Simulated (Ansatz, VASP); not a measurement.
## Two plane-wave programs on Ga3As3CO

Contents of INCAR:

```
PREC     = Accurate       # precision mode
ENCUT    = 520            # plane-wave cutoff, eV
EDIFF    = 1E-6           # SCF threshold, eV
ISMEAR   = 0              # smearing method
SIGMA    = 0.05           # smearing width, eV
LREAL    = False          # projectors in reciprocal space
LASPH    = True           # aspherical terms in the spheres
NELM     = 120            # most SCF steps
ALGO     = Normal         # electronic algorithm
ISIF     = 2              # what is computed and relaxed
LWAVE    = False          # write WAVECAR
LCHARG   = True           # write CHGCAR
LDIPOL   = True         
IDIPOL   = 3            
DIPOL    = 0.5 0.5 0.323
GGA      = PE             # functional
IVDW     = 12             # dispersion correction
LELF     = True           # ELF
LVHAR    = True         
LVACPOTAV= True         
NBANDS   = 57             # bands
GGA_COMPAT= False        
NELMDL   = -8
```

Contents of KPOINTS:

```
Automatic mesh
0
Gamma
  7 5 1
```

File POSCAR:

```
Ga3As3CO
1.0
    4.0137031111      0.0000000000      0.0000000000
    0.0000000000      5.6762333751      0.0000000000
    0.0000000000      0.0000000000     23.3352699083
Ga As O C
3 3 1 1
Direct
    0.5000000000      0.5000000000      0.1714143447
    0.0000000000      0.0653835255      0.2680035048
    0.5000000000      0.4894639609      0.3228546357
    0.0000000000      0.2500000000      0.1714143447
    0.5000000000      0.8102208698      0.2504948966
    0.0000000000      0.2887573198      0.3593388866
    0.5000000000      0.7887573198      0.4964703624
    0.5000000000      0.7887573198      0.5457519865
```

Input for Ansatz:

```yaml
crystal:
  lattice:
    - [4.0137031111, 0.0, 0.0]
    - [0.0, 5.6762333751, 0.0]
    - [0.0, 0.0, 23.3352699083]
  atoms:
    - { symbol: Ga, position: [0.5, 0.5, 0.1714143447] }
    - { symbol: As, position: [0.0, 0.25, 0.1714143447] }
    - { symbol: Ga, position: [0.0, 0.0653835255, 0.2680035048] }
    - { symbol: As, position: [0.5, 0.8102208698, 0.2504948966] }
    - { symbol: Ga, position: [0.5, 0.4894639609, 0.3228546357] }
    - { symbol: As, position: [0.0, 0.2887573198, 0.3593388866] }
    - { symbol: O, position: [0.5, 0.7887573198, 0.4964703624] }
    - { symbol: C, position: [0.5, 0.7887573198, 0.5457519865] }
basis:
  ecutwfc: 420
kpoints:
  mp_grid: { grid: [7, 5, 1] }
hamiltonian:
  xc: pbe
  pseudopotentials: { kind: paw, azcp: { folder: soft_1 } }
  dispersion: d3bj
scf:
  occupations: { method: gaussian, width: 0.05 }
output:
  forces: true
  eigenvalues: true
efield:
  axis: 3
  dipole_correction: true
  ramp_width: 0.04
```

Alike in both runs: task single point; functional PBE; dispersion D3(BJ); k mesh 7 × 5 × 1; occupations gaussian, width 0.05 eV; no spin polarisation.

|  | VASP | Ansatz |
| --- | --- | --- |
| version | VASP 6.6.1 | Ansatz 0.2.0 |
| potentials or method | VASP PAW PBE potentials, release 64 (Ga_d, As_d, O, C), cutoff 520 eV | scalar-relativistic, plane waves, PAW |
| valence electrons in the cell | 94 | 94 |

```csv
,VASP,Ansatz,Ansatz less VASP
gap on the k mesh at the Fermi level (eV),0.41,0.41,+0.003
least direct gap on the mesh (eV),0.75,0.75,+0.002
rms of the force components (eV/Å),0.377,0.542,+0.1650
```

One of these differences is far larger than is usual between the two programs; its cause wasn't traced.

Noted on VASP's run: the standard files for N, O and F lose accuracy on very short bonds.
